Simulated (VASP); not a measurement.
# Si2W (P6_222) in VASP: notebook, part 2 of 2

VASP 6.6.1.

## Step 4: Single point, PBE

This run uses another cell than the first one, of 13.65 Å³/atom.

File INCAR:

```
PREC = Accurate ; ENCUT = 520
EDIFF = 1E-7 ; ISMEAR = 0
SIGMA = 0.05 ; LREAL = False
LASPH = True ; NELM = 100
ALGO = Normal ; ISIF = 2
LWAVE = False ; LCHARG = True
GGA = PE ; LELF = True
LVHAR = True ; NBANDS = 43
```

File KPOINTS:

```
Automatic mesh
0
Gamma
  9 9 6
```

File POSCAR:

```
Si2W
1.0
    4.6168523821      0.0000000000      0.0000000000
   -2.3084261911      3.9983114484      0.0000000000
    0.0000000000      0.0000000000      6.6532220000
Si W
6 3
Direct
    0.8363740000      0.6727480000      0.5000000000
    0.1636260000      0.8363740000      0.8333333300
    0.6727480000      0.8363740000      0.1666666700
    0.1636260000      0.3272520000      0.5000000000
    0.8363740000      0.1636260000      0.8333333300
    0.3272520000      0.1636260000      0.1666666700
    0.0000000000      0.5000000000      0.1666666700
    0.5000000000      0.5000000000      0.8333333300
    0.5000000000      0.0000000000      0.5000000000
```

Potentials or basis: VASP PAW PBE potentials, release 64 (Si, W_sv).

Command:

```bash
$ cat potpaw_PBE.64/Si/POTCAR potpaw_PBE.64/W_sv/POTCAR > POTCAR
$ mpirun -np 1 vasp_std > vasp.out
```

OUTCAR:

```text
PREC = Accurate
   ENCUT = 520
   EDIFF = 1E-7
   ISMEAR = 0
   LREAL = False
   LASPH = True
   NELM = 100
   ISIF = 2
   GGA = PE

 ion  position               nearest neighbor table
   1  0.836  0.673  0.500-   2 2.57   3 2.57   8 2.59   7 2.59   4 2.62   9 2.65   9 2.65   9 2.69
                             4 2.69   4 2.69
   2  0.164  0.836  0.833-   1 2.57   6 2.57   9 2.59   7 2.59   5 2.62   8 2.65   8 2.65   8 2.69
                             5 2.69   5 2.69
   3  0.673  0.836  0.167-   1 2.57   5 2.57   9 2.59   8 2.59   6 2.62   7 2.65   7 2.65   7 2.69
[... 1335 lines left out ...]
  in kB       -3.7299767     -3.7299767     -5.3766333      0.0000000      0.0000000      0.0000000
  external PRESSURE =      -4.2788622 kB  Pullay stress =       0.0000000 kB

 VOLUME and BASIS-vectors are now :
 -----------------------------------------------------------------------------
  energy-cutoff  :      520.00
  volume of cell :      122.82
      direct lattice vectors                 reciprocal lattice vectors
     4.616852382  0.000000000  0.000000000     0.216597785  0.125052790  0.000000000
    -2.308426191  3.998311448  0.000000000     0.000000000  0.250105579  0.000000000
     0.000000000  0.000000000  6.653222000     0.000000000  0.000000000  0.150303116

 POSITION                                       TOTAL-FORCE (eV/Angst)
 -----------------------------------------------------------------------------------
      2.30843      2.68986      3.32661         0.000000     -0.002709      0.000000
     -1.17527      3.34408      5.54435         0.002346     -0.001354     -0.000000
      1.17527      3.34408      1.10887        -0.002346     -0.001354     -0.000000
     -0.00000      1.30846      3.32661        -0.000000      0.002709      0.000000
      3.48370      0.65423      5.54435        -0.002346      0.001354     -0.000000
      1.13316      0.65423      1.10887         0.002346      0.001354     -0.000000
     -1.15421      1.99916      1.10887         0.000000     -0.000000     -0.000000
      1.15421      1.99916      5.54435         0.000000     -0.000000      0.000000
      2.30843      0.00000      3.32661         0.000000      0.000000      0.000000
 -----------------------------------------------------------------------------------
    total drift:                               -0.000000     -0.000000      0.000036

  FREE ENERGIE OF THE ION-ELECTRON SYSTEM (eV)
  ---------------------------------------------------
  free  energy   TOTEN  =       -73.8333674237 eV

  energy  without entropy=      -73.8332726872  energy(sigma->0) =      -73.83332006
```

OSZICAR:

```text
N       E                     dE             d eps       ncg     rms          rms(c)
DAV:   1     0.634815155101E+03    0.63482E+03   -0.35101E+04  4272   0.157E+03
DAV:   2    -0.377010452264E+02   -0.67252E+03   -0.64884E+03  4466   0.447E+02
DAV:   3    -0.753168573776E+02   -0.37616E+02   -0.36545E+02  5178   0.974E+01
DAV:   4    -0.762840700963E+02   -0.96721E+00   -0.95408E+00  5104   0.145E+01
DAV:   5    -0.763023073542E+02   -0.18237E-01   -0.18182E-01  5117   0.213E+00    0.424E+01
DAV:   6    -0.741470986447E+02    0.21552E+01   -0.11837E+01  4994   0.166E+01    0.146E+01
DAV:   7    -0.739034544896E+02    0.24364E+00   -0.11973E+00  4873   0.430E+00    0.743E+00
DAV:   8    -0.738349198270E+02    0.68535E-01   -0.15569E-01  4985   0.221E+00    0.564E-01
DAV:   9    -0.738338267450E+02    0.10931E-02   -0.13427E-02  5466   0.462E-01    0.360E-01
DAV:  10    -0.738334938150E+02    0.33293E-03   -0.27936E-03  5100   0.330E-01    0.111E-01
DAV:  11    -0.738333703980E+02    0.12342E-03   -0.50455E-04  5048   0.132E-01    0.267E-02
DAV:  12    -0.738333690127E+02    0.13853E-05   -0.23569E-05  5290   0.246E-02    0.133E-02
DAV:  13    -0.738333675650E+02    0.14477E-05   -0.20243E-06  5000   0.659E-03    0.185E-03
DAV:  14    -0.738333674379E+02    0.12703E-06   -0.10176E-07  2884   0.151E-03    0.111E-03
DAV:  15    -0.738333674237E+02    0.14250E-07   -0.50669E-08  2583   0.107E-03
   1 F= -.73833367E+02 E0= -.73833320E+02  d E =-.947365E-04
```

It took 2.6 min on 1 thread of AMD EPYC 9R45 (Zen 5), shared host; peak memory 0.33 GiB.

What came out:

```
Free energy            : -73.8334 eV
Pressure               : -0.4 GPa
Band gap on the k mesh : 0.14 eV (least direct gap 0.67 eV)
```

Forces on the atoms (eV/Å):
```
Si   0.000 -0.003  0.000
Si   0.002 -0.001  0.000
Si  -0.002 -0.001  0.000
Si   0.000  0.003  0.000
Si  -0.002  0.001  0.000
Si   0.002  0.001  0.000
W    0.000  0.000  0.000
W    0.000  0.000  0.000
W    0.000  0.000  0.000
```

Stress tensor (GPa, compression positive):
```
-0.37  0.00  0.00
 0.00 -0.37  0.00
 0.00  0.00 -0.54
```

Caveat: spin-orbit coupling is left out, which moves the levels of the heavy elements.
